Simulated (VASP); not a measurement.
CdS (Hawleyite):

```
CELL_PARAMETERS angstrom
0.00000 2.91650 2.91650
2.91650 0.00000 2.91650
2.91650 2.91650 0.00000
ATOMIC_POSITIONS crystal
Cd 0.00000 0.00000 0.00000
S 0.25000 0.25000 0.25000
```

* Program: VASP 6.6.1
* Task: relaxation of cell and atoms
* Functional: PBE
* Potentials or basis: VASP PAW PBE potentials, release 64 (Cd, S)
* Cutoff: 600 eV
* k mesh: 6 × 6 × 6
* Occupations: gaussian, width 0.01 eV
* Spin: no spin polarisation

At the start: pressure 3.2 GPa; volume 24.81 Å³/atom.

Question: Where does the relaxation end?

Answer: Over 3 steps the energy falls by 12.7 meV/atom and the volume is 26.15 Å³/atom (+5.4 %); space group F-43m (No. 216, to 0.05 Å).

The path:
```csv
step,energy change (eV),largest force (eV/Å),pressure (GPa),volume (Å³)
1,0.0000,0.0000,3.19,49.62
2,-0.0227,0.0000,-0.91,53.24
3,-0.0254,0.0000,0.01,52.30
```

Final structure:
```
Cd S
1.0
     0.00000    2.96813    2.96813
     2.96813    0.00000    2.96813
     2.96813    2.96813    0.00000
Cd S
1 1
Direct
  0.00000 0.00000 0.00000
  0.25000 0.25000 0.25000
```
